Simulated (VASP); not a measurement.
# Sb (R-3m) in VASP: a series of runs

The runs below take Sb through single point, with PBEsol.

Everything below comes from runs of VASP 6.6.1. Logs are shortened: lines on timing, memory, paths and dates and some standing lists are left out, and cuts for length are marked.

## Step 1: The cell of the first run

It takes space group R-3m (No. 166, trigonal). The conventional cell has a = 4.375 Å, b = 4.375 Å, c = 11.424 Å, α = 90.00°, β = 90.00°, γ = 120.00°. Within 3.9 Å of Sb (site symmetry 3m) lie 6 Sb at 2.95 to 3.40 Å.

## Step 2: Single point, PBEsol (functional PBEsol, strained)

The input, INCAR:

```
  ALGO = Normal
  EDIFF = 1E-7
  ENCUT = 520
  GGA = PS
  ISIF = 2
  ISMEAR = 0
  LASPH = T
  LCHARG = F
  LREAL = F
  LWAVE = F
  NBANDS = 12
  NELM = 60
  PREC = Accurate
  SIGMA = 0.1
```

The input, KPOINTS:

```
k-points
0
Gamma
  12 12 12
```

The input, POSCAR:

```
Sb
1.0
    2.1873971037      1.2628943066      3.8080598400
   -2.1873971037      1.2628943066      3.8080598400
    0.0000000000     -2.5257886132      3.8080598400
Sb
2
Direct
    0.2336400000      0.2336400000      0.2336400000
    0.7663600000      0.7663600000      0.7663600000
```

Potentials or basis: VASP PAW PBE potentials, release 64 (Sb).

Started as:

```sh
$ cat potpaw_PBE.64/Sb/POTCAR > POTCAR
$ mpirun -np 1 vasp_std > vasp.out
```

OUTCAR:

```text
EDIFF = 1E-7
   ENCUT = 520
   GGA = PS
   ISIF = 2
   ISMEAR = 0
   LASPH = T
   LREAL = F
   NELM = 60
   PREC = Accurate

 ion  position               nearest neighbor table
   1  0.234  0.234  0.234-   2 2.95   2 2.95   2 2.95   2 3.40   2 3.40   2 3.40
   2  0.766  0.766  0.766-   1 2.95   1 2.95   1 2.95   1 3.40   1 3.40   1 3.40

  LATTYP: Found a trigonal (rhomboedric) cell.
 ALAT       =     4.5695653911
 COS(alpha) =     0.5417151843

  Lattice vectors:

 A1 = (   2.1873971037,   1.2628943066,   3.8080598400)
 A2 = (  -2.1873971037,   1.2628943066,   3.8080598400)
 A3 = (   0.0000000000,  -2.5257886132,   3.8080598400)

Analysis of symmetry for initial positions (statically):
=====================================================================
 Subroutine PRICEL returns:
 Original cell was already a primitive cell.

 Routine SETGRP: Setting up the symmetry group for a
 trigonal (rhombohedral) supercell.

 Subroutine GETGRP returns: Found 12 space group operations
 (whereof 12 operations were pure point group operations)
 out of a pool of 12 trial point group operations.

The static configuration has the point symmetry D_3d.

Analysis of symmetry for dynamics (positions and initial velocities):
=====================================================================
 Subroutine PRICEL returns:
 Original cell was already a primitive cell.

 Routine SETGRP: Setting up the symmetry group for a
 trigonal (rhombohedral) supercell.

 Subroutine GETGRP returns: Found 12 space group operations
 (whereof 12 operations were pure point group operations)
 out of a pool of 12 trial point group operations.

The dynamic configuration has the point symmetry D_3d.

 Subroutine INISYM returns: Found 12 space group operations
 (whereof 12 operations are pure point group operations),
 and found     1 'primitive' translations

----------------------------------------------------------------------------------------

                                     Primitive cell

  volume of cell :      63.1175

  direct lattice vectors                    reciprocal lattice vectors
     2.187397104  1.262894307  3.808059840     0.228582181  0.131971984  0.087533638
    -2.187397104  1.262894307  3.808059840    -0.228582181  0.131971984  0.087533638
     0.000000000 -2.525788613  3.808059840     0.000000000 -0.263943967  0.087533638

  length of vectors
     4.569565391  4.569565391  4.569565391     0.278080124  0.278080124  0.278080125

  position of ions in fractional coordinates (direct lattice)
     0.233640000  0.233640000  0.233640000
     0.766360000  0.766360000  0.766360000

  ion indices of the primitive-cell ions
   primitive index   ion index
                 1           1
                 2           2

----------------------------------------------------------------------------------------

 KPOINTS: k-points

Automatic generation of k-mesh.
 Grid dimensions read from file:
 generate k-points for:   12   12   12

 Generating k-lattice:

  Cartesian coordinates                     Fractional coordinates (reciprocal lattice)
     0.019048515  0.010997665  0.007294470     0.083333333  0.000000000 -0.000000000
    -0.019048515  0.010997665  0.007294470     0.000000000  0.083333333 -0.000000000
     0.000000000 -0.021995331  0.007294470    -0.000000000 -0.000000000  0.083333333

  Length of vectors
     0.023173344  0.023173344  0.023173344

  Shift w.r.t. Gamma in fractional coordinates (k-lattice)
     0.000000000  0.000000000  0.000000000

 Subroutine IBZKPT returns following result:
 ===========================================

 Found    189 irreducible k-points:

 Following reciprocal coordinates:
            Coordinates               Weight
  0.000000  0.000000  0.000000      1.000000
  0.083333 -0.000000  0.000000      6.000000
  0.166667 -0.000000  0.000000      6.000000
  0.250000 -0.000000  0.000000      6.000000
  0.333333  0.000000  0.000000      6.000000
  0.416667  0.000000  0.000000      6.000000
[... 16 lines left out ...]
  0.500000  0.166667  0.000000     12.000000
 -0.416667  0.166667  0.000000     12.000000
 [... further k-points ...]
   k-points           NKPTS =    189   k-points in BZ     NKDIM =    189   number of bands    NBANDS=     12
   number of dos      NEDOS =    301   number of ions     NIONS =      2
   total plane-waves  NPLWV =  46656
   dimension x,y,z NGX =    36 NGY =   36 NGZ =   36
   dimension x,y,z NGXF=    72 NGYF=   72 NGZF=   72
   ions per type =               2
   NGX,Y,Z   is equivalent  to a cutoff of  13.10, 13.10, 13.10 a.u.
   NGXF,Y,Z  is equivalent  to a cutoff of  26.19, 26.19, 26.19 a.u.
 SYSTEM =  unknown system
   PREC   = accura    normal or accurate (medium, high low for compatibility)
   ISTART =      0    job   : 0-new  1-cont  2-samecut
   ICHARG =      2    charge: 1-file 2-atom 10-const
   ISPIN  =      1    spin polarized calculation?
   LNONCOLLINEAR =      F non collinear calculations
   LSORBIT =      F    spin-orbit coupling
   LASPH  =      T    aspherical Exc in radial PAW
   ENCUT  =  520.0 eV  38.22 Ry    6.18 a.u.   8.50  8.50  8.50*2*pi/ulx,y,z
   NELM   =     60;   NELMIN=  2; NELMDL= -5     # of ELM steps
   EDIFF  = 0.1E-06   stopping-criterion for ELM
   LREAL  =      F    real-space projection
   EDIFFG = 0.1E-05   stopping-criterion for IOM
   NSW    =      0    number of steps for IOM
   IBRION =     -1    ionic relax: 0-MD 1-quasi-New 2-CG
   NFREE  =      0    steps in history (QN), initial steepest desc. (CG)
   ISIF   =      2    stress and relaxation
   ISYM   =      2    0-nonsym 1-usesym 2-fastsym
   POTIM  = 0.5000    time-step for ionic-motion
   TEBEG  =    0.0;   TEEND  =   0.0 temperature during run
   PSTRESS=    0.0 pullay stress
   NELECT =      10.0000    total number of electrons
   NUPDOWN=      -1.0000    fix difference up-down
   EMIN   =  10.00;   EMAX   =-10.00  energy-range for DOS
   EFERMI =   0.00;   METHOD = LEGACY
   ISMEAR =     0;   SIGMA  =   0.10  broadening in eV -4-tet -1-fermi 0-gaus
   EFERMI_NEDOS =   21; number of points for ismear=-14 and -15
   IALGO  =     38    algorithm
   IMIX   =      4    mixing-type and parameters
     AMIX     =   0.40;   BMIX     =  1.00
     AMIX_MAG =   1.60;   BMIX_MAG =  1.00
  volume/ion in A,a.u.               =      31.56       212.97
  Fermi-wavevector in a.u.,A,eV,Ry     =   0.885846  1.674006 10.676809  0.784723
  Thomas-Fermi vector in A             =   2.006934
   LORBIT       =      0    0 simple, 1 ext, 2 COOP (PROOUT), +10 PAW based schemes
   GGA     = PS    functional components
   LHFCALC =     F    Hartree Fock is set to
   AEXX    =    0.0000 exact exchange contribution
   IVDW    =     0    specifies the selected vdW correction
   LEPSILON=     F    determine dielectric tensor
   LRPA    =     F    only Hartree local field effects (RPA)
 non-spin polarized calculation
 Gauss-broadening in eV      SIGMA  =   0.10
  energy-cutoff  :      520.00
  volume of cell :       63.12
 maximum number of plane-waves:      1722
 NGX is ok and might be reduce to    36
   NGX = 17   NGY = 17   NGZ = 17

 number of electron      10.0000000 magnetization

 Free energy of the ion-electron system (eV)
  ---------------------------------------------------
  ext. energy  EPLUGINS =         0.00000000
  ---------------------------------------------------
  free energy    TOTEN  =        -9.09402727 eV

  energy without entropy =       -9.09344936  energy(sigma->0) =       -9.09373832

 E-fermi :   6.5272     XC(G=0):  -9.4805

 val. band max:        6.4401157115   @ k =   0.4167   0.0833   0.0833
 cond. band min:       6.5493943821   @ k =   0.3333   0.1667   0.1667
 fundamental gap:      0.1092786706
 Fermi energy:         6.5271693275

 k-point     1 :       0.0000    0.0000    0.0000
  band No.  band energies     occupation
      1      -5.8022      2.00000
      2       1.5601      2.00000
      3       4.6574      2.00000
      4       4.8841      2.00000
      5       4.8841      2.00000
      6       8.6322      0.00000
      7       9.2149      0.00000
      8       9.2149      0.00000
      9      11.6831      0.00000
     10      11.6831      0.00000
     11      11.8093      0.00000
     12      13.1713      0.00000

 k-point     2 :       0.0833   -0.0000    0.0000
  band No.  band energies     occupation
      1      -5.7290      2.00000
      2       1.2611      2.00000
      3       4.6864      2.00000
      4       4.8668      2.00000
      5       4.9807      2.00000
      6       8.5960      0.00000
      7       8.9999      0.00000
      8       9.0389      0.00000
      9      11.3412      0.00000
     10      11.6492      0.00000
     11      11.6957      0.00000
     12      13.7116      0.00000

 k-point     3 :       0.1667   -0.0000    0.0000
  band No.  band energies     occupation
      1      -5.5102      2.00000
      2       0.5292      2.00000
      3       4.6949      2.00000
      4       4.8261      2.00000
      5       5.2335      2.00000
      6       8.3217      0.00000
      7       8.5185      0.00000
      8       8.5849      0.00000
      9      11.1377      0.00000
     10      11.6543      0.00000
     11      11.9698      0.00000
     12      14.8234      0.00000
[... 286 lines left out ...]
 k-point    23 :       0.5000    0.1667    0.0000
  band No.  band energies     occupation
      1      -3.6822      2.00000
      2      -2.3899      2.00000
      3       3.2081      2.00000
      4       4.1291      2.00000
      5       4.7745      2.00000
      6       8.0088      0.00000
      7       8.1393      0.00000
      8       9.2531      0.00000
      9      12.0823      0.00000
     10      14.3891      0.00000
     11      15.3287      0.00000
     12      15.5056      0.00000

 k-point    24 :      -0.4167    0.1667    0.0000
  band No.  band energies     occupation
      1      -3.4135      2.00000
      2      -2.7134      2.00000
      3       3.0379      2.00000
      4       4.4479      2.00000
      5       4.9592      2.00000
      6       7.5219      0.00000
      7       7.7822      0.00000
      8       9.5568      0.00000
      9      13.0338      0.00000
     10      13.5490      0.00000
     11      14.1934      0.00000
     12      16.4397      0.00000

 [... further k-points ...]
[... 5 lines left out ...]
  --------------------------------------------------------------------------------------
  -------------------------------------------------------------------------------------
  Total       -0.8594091     -0.8594091     -0.8561268      0.0000000      0.0000000      0.0000000
  in kB      -21.8152856    -21.8152856    -21.7319654      0.0000000      0.0000000      0.0000000
  external PRESSURE =     -21.7875122 kB  Pullay stress =       0.0000000 kB

 VOLUME and BASIS-vectors are now :
 -----------------------------------------------------------------------------
  energy-cutoff  :      520.00
  volume of cell :       63.12
      direct lattice vectors                 reciprocal lattice vectors
     2.187397104  1.262894307  3.808059840     0.228582181  0.131971984  0.087533638
    -2.187397104  1.262894307  3.808059840    -0.228582181  0.131971984  0.087533638
     0.000000000 -2.525788613  3.808059840     0.000000000 -0.263943967  0.087533638

 POSITION                                       TOTAL-FORCE (eV/Angst)
 -----------------------------------------------------------------------------------
      0.00000      0.00000      2.66915         0.000000      0.000000     -0.039161
      0.00000      0.00000      8.75503         0.000000      0.000000      0.039161
 -----------------------------------------------------------------------------------
    total drift:                                0.000000     -0.000000      0.000000

  FREE ENERGIE OF THE ION-ELECTRON SYSTEM (eV)
  ---------------------------------------------------
  free  energy   TOTEN  =        -9.0940272701 eV

  energy  without entropy=       -9.0934493646  energy(sigma->0) =       -9.09373832
```

Wall time 43 s (1 thread of Intel Xeon 6975P-C (Granite Rapids), shared host); peak memory 0.28 GiB.

What came out:

```
Free energy            : -9.0940 eV
Pressure               : -2.2 GPa
Largest force          : 0.039 eV/Å
Band gap on the k mesh : zero (band 5 reaches 6.55 eV, above the bottom of band 6 at 6.33 eV)
```

Forces on the atoms (eV/Å):
```
Sb   0.000  0.000 -0.039
Sb   0.000  0.000  0.039
```

Caveat: the cell differs from its parent crystal (functional PBEsol, strained); the PAW data sets were made with another functional, which shifts forces and pressure a little; spin-orbit coupling is left out, which moves the levels of the heavy elements.

## Step 3: Single point, PBEsol (functional PBEsol, strained)

The input, INCAR:

```
  ALGO = Normal
  EDIFF = 1E-6
  ENCUT = 500
  GGA = PS
  GGA_COMPAT = F
  ISIF = 2
  ISMEAR = 0
  LASPH = T
  LCHARG = F
  LREAL = F
  LWAVE = F
  NBANDS = 22
  NELM = 120
  PREC = Accurate
  SIGMA = 0.1
```

KPOINTS is that of step 2.

POSCAR is that of step 2.

Potentials or basis: VASP PAW PBE potentials, release 64 (Sb_d_GW).

Started as:

```sh
$ cat potpaw_PBE.64/Sb_d_GW/POTCAR > POTCAR
$ mpirun -np 1 vasp_std > vasp.out
```

It took 1.7 min on 1 thread of Intel Xeon 6975P-C (Granite Rapids), shared host; peak memory 0.38 GiB.

It converged, with:

| Property | Result |
| --- | --- |
| Free energy | -9.1395 eV |
| Pressure | -2.4 GPa |
| Largest force | 0.086 eV/Å |
| Band gap on the k mesh | zero (band 15 reaches 4.70 eV, above the bottom of band 16 at 4.50 eV) |

Forces in eV/Å, atoms in the order of the input:
```
Sb   0.000  0.000 -0.086
Sb   0.000  0.000  0.086
```

Levels at points of the mesh, in eV from the Fermi level:
```csv
k point,band 11,band 12,band 13,band 14,band 15,band 16,band 17,band 18,band 19,band 20
"(0.00, 0.00, 0.00)",-12.33,-5.00,-1.87,-1.64,-1.64,2.13,2.69,2.69,5.22,5.22
"(0.50, 0.00, 0.00)",-10.08,-9.39,-1.75,-1.65,-0.22,-0.18,0.24,0.58,7.55,8.32
"(0.50, 0.50, 0.00)",-10.10,-7.88,-5.14,-3.49,-3.40,1.70,4.77,5.35,6.60,9.08
"(0.50, 0.50, 0.50)",-10.86,-8.76,-1.16,-1.16,-0.50,0.23,0.23,1.05,6.95,8.91
```

Caveat: the cell differs from its parent crystal (functional PBEsol, strained); the PAW data sets were made with another functional, which shifts forces and pressure a little; spin-orbit coupling is left out, which moves the levels of the heavy elements.
